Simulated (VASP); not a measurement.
Wanted: the native input for a VASP 6.6.1 run.

```yaml
Task: single point
Functional: PBEsol
Potentials_or_basis: VASP PAW PBE potentials, release 64 (Pb_d, S)
Cutoff: 520 eV
k_mesh: 8 × 8 × 6
Occupations: gaussian, width 0.02 eV
Spin: no spin polarisation
Dipole_correction: no
Further_INCAR_settings: ALGO = Normal; EDIFF = 1e-07; NBANDS = 28
```

The structure of PbS lies in POSCAR:

```
PbS
1.0
    1.9815085339     -6.0164003989     -0.3594778119
    1.9815085339      6.0164003989      0.3594778119
    0.0000000000      0.2567592564      4.1578310185
Pb S
2 2
Direct
    0.8301625836      0.0828772559      0.7135857539
    0.0828772559      0.8301625836      0.2864142461
    0.6990232360      0.3879369245      0.7808207426
    0.3879369245      0.6990232360      0.2191792574
```

This cell differs from its parent crystal: strained and its atoms moved.

These files were run (other wordings do the same):

INCAR

```
PREC     = Accurate       # precision mode
ENCUT    = 520            # plane-wave cutoff, eV
EDIFF    = 1E-7           # SCF threshold, eV
ISMEAR   = 0              # smearing method
SIGMA    = 0.02           # smearing width, eV
LREAL    = False          # projectors in reciprocal space
LASPH    = True           # aspherical terms in the spheres
NELM     = 100            # most SCF steps
ALGO     = Normal         # electronic algorithm
ISIF     = 2              # what is computed and relaxed
LWAVE    = False          # write WAVECAR
LCHARG   = False          # write CHGCAR
GGA      = PS             # functional
NBANDS   = 28             # bands
```

KPOINTS

```
regular mesh
0
Gamma
  8 8 6
```

Potentials or basis: VASP PAW PBE potentials, release 64 (Pb_d, S).

The run is started by

```sh
$ cat potpaw_PBE.64/Pb_d/POTCAR potpaw_PBE.64/S/POTCAR > POTCAR
$ mpirun -np 1 vasp_std > vasp.out
```

It gave:

```yaml
Pressure: 4.8 GPa
Largest_force: 0.897 eV/Å
Band_gap_on_the_k_mesh: 0.63 eV, indirect (least direct gap 0.84 eV)
```

Caveat: the cell differs from its parent crystal (strained and its atoms moved); the PAW data sets were made with another functional, which shifts forces and pressure a little; spin-orbit coupling is left out, which moves the levels of the heavy elements.

It took 3.6 min on 1 thread of Intel(R) Xeon(R) 6975P-C (Granite Rapids) (shared host), peak memory 0.42 GiB.
